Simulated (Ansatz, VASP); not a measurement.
## NiSb in VASP and in Ansatz

The input INCAR:

```
PREC = Accurate
ENCUT = 520
EDIFF = 1E-7
ISMEAR = -1
SIGMA = 0.05
LREAL = False
LASPH = True
NELM = 150
ALGO = Normal
ISIF = 2
LWAVE = False
LCHARG = False
ISPIN = 2
MAGMOM = 0 0 1.25 1.25
LORBIT = 11
NUPDOWN = 2.5
LMAXMIX = 4
GGA = PE
NBANDS = 27
```

Contents of KPOINTS:

```
Automatic mesh
0
Gamma
  7 7 5
```

POSCAR

```
NiSb
1.0
    3.9280000000      0.0000000000      0.0000000000
   -1.9640000000      3.4017477861      0.0000000000
    0.0000000000      0.0000000000      5.1200000000
Sb Ni
2 2
Direct
    0.6666666667      0.3333333333      0.7500000000
    0.3333333333      0.6666666667      0.2500000000
    0.0000000000      0.0000000000      0.5000000000
    0.0000000000      0.0000000000      0.0000000000
```

The input input.yaml:

```yaml
crystal:
  lattice:
    - [3.928, 0.0, 0.0]
    - [-1.964, 3.4017477861, 0.0]
    - [0.0, 0.0, 5.12]
  atoms:
    - { symbol: Sb, position: [0.6666666667, 0.3333333333, 0.75] }
    - { symbol: Sb, position: [0.3333333333, 0.6666666667, 0.25] }
    - { symbol: Ni, position: [0.0, 0.0, 0.5], spin: 1.25 }
    - { symbol: Ni, position: [0.0, 0.0, 0.0], spin: 1.25 }
hamiltonian:
  xc: pbe
  pseudopotentials: { kind: paw }
magnetization:
  spin_polarized: true
  initial_magnetization: 2.5
  spin_locking: { lock_magnetization: hard }
kpoints:
  mp_grid: { grid: [7, 7, 5] }
scf:
  occupations: { method: fermi_dirac, width: 0.05 }
  lower_state_search: "off"
output:
  forces: true
  stress: true
  eigenvalues: true
```

Alike in both runs: task single point; functional PBE; k mesh 7 × 7 × 5; occupations fermi-dirac, width 0.05 eV; collinear spin; fixed moment 2.5 μB.

|  | VASP | Ansatz |
| --- | --- | --- |
| version | VASP 6.6.1 | Ansatz 0.2.0 |
| potentials or method | VASP PAW PBE potentials, release 64 (Sb, Ni) | Ansatz PAW |
| plane-wave cutoff (eV) | 520 | 420 |
| valence electrons in the cell | 30 | 66 |

Ansatz gave:

| Quantity | Value |
| --- | --- |
| pressure (GPa) | 9.5 |
| traceless stress, the component that is largest in VASP (GPa) | -1.37 |
| net moment per atom (μB) | 0.63 |
| size of the moment on the site where the two differ most (μB) | 0.20 |

Estimate VASP's values.

pressure (GPa): 9.4; traceless stress, the component that is largest in VASP (GPa): -1.29; net moment per atom (μB): 0.63; size of the moment on the site where the two differ most (μB): 0.23.

Site moments also hang on the region over which each program counts them. VASP's potentials hold 30 valence electrons a cell and Ansatz's 66, so a difference there can come from the potentials and not from the codes.

Neither program's run includes spin-orbit coupling.
